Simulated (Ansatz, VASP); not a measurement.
# MoS2: VASP beside Ansatz

INCAR

```
SYSTEM = MoS2
PREC = Accurate
ENCUT = 520
EDIFF = 1E-7
ISMEAR = 0
SIGMA = 0.05
LREAL = .False.
LASPH = .True.
NELM = 100
ALGO = Normal
ISIF = 2
LWAVE = .False.
LCHARG = .True.
GGA = PS
IVDW = 12
LELF = .True.
LVHAR = .True.
NBANDS = 49
```

The input KPOINTS:

```
regular mesh
0
Gamma
  12 12 2
  0 0 0
```

POSCAR

```
MoS2
1.0
   -3.1157188068      0.0000000000      0.0000000000
   -1.5578594034     -2.6982916378      0.0000000000
    0.0000000000     -0.0000000001     17.3570723160
Mo S
3 6
Direct
    0.6666666667      0.6666666667      0.3333722173
    1.0000000000      0.0000000000      0.0000388840
    0.3333333333      0.3333333333      0.6667055507
    0.6666666667      0.6666666667      0.0898020856
    1.0000000000      0.0000000000      0.7564687523
    0.3333333333      0.3333333333      0.4231354190
    0.6666666667      0.6666666667      0.9101256970
    1.0000000000      0.0000000000      0.5767923637
    0.3333333333      0.3333333333      0.2434590304
```

Input for Ansatz:

```yaml
crystal:
  lattice:
    - [-3.1157188068, 0.0, 0.0]
    - [-1.5578594034, -2.6982916378, 0.0]
    - [0.0, -1.0e-10, 17.357072316]
  atoms:
    - { symbol: Mo, position: [0.6666666667, 0.6666666667, 0.3333722173] }
    - { symbol: Mo, position: [1.0, 0.0, 3.8884e-05] }
    - { symbol: Mo, position: [0.3333333333, 0.3333333333, 0.6667055507] }
    - { symbol: S, position: [0.6666666667, 0.6666666667, 0.0898020856] }
    - { symbol: S, position: [1.0, 0.0, 0.7564687523] }
    - { symbol: S, position: [0.3333333333, 0.3333333333, 0.423135419] }
    - { symbol: S, position: [0.6666666667, 0.6666666667, 0.910125697] }
    - { symbol: S, position: [1.0, 0.0, 0.5767923637] }
    - { symbol: S, position: [0.3333333333, 0.3333333333, 0.2434590304] }
basis:
  ecutwfc: 420
kpoints:
  mp_grid: { grid: [12, 12, 2] }
hamiltonian:
  xc: pbesol
  pseudopotentials: { kind: paw, azcp: { folder: soft_1 } }
  dispersion: d3bj
scf:
  occupations: { method: gaussian, width: 0.05 }
output:
  forces: true
  stress: true
  eigenvalues: true
```

Alike in both runs: task single point; functional PBEsol; dispersion D3(BJ); k mesh 12 × 12 × 2; occupations gaussian, width 0.05 eV; no spin polarisation.

|  | VASP | Ansatz |
| --- | --- | --- |
| version | VASP 6.6.1 | Ansatz 0.2.0 |
| potentials or method | VASP PAW PBE potentials, release 64 (Mo_sv, S), cutoff 520 eV | scalar-relativistic, plane waves, PAW |
| valence electrons in the cell | 78 | 78 |

```tsv
	VASP	Ansatz	Ansatz less VASP
gap on the k mesh at the Fermi level (eV)	0.57	0.55	-0.020
least direct gap on the mesh (eV)	1.85	1.83	-0.018
pressure (GPa)	0.0	0.0	+0.02
```

VASP's potentials were made for PBE, not for PBEsol, and Ansatz warns of the same on its side.
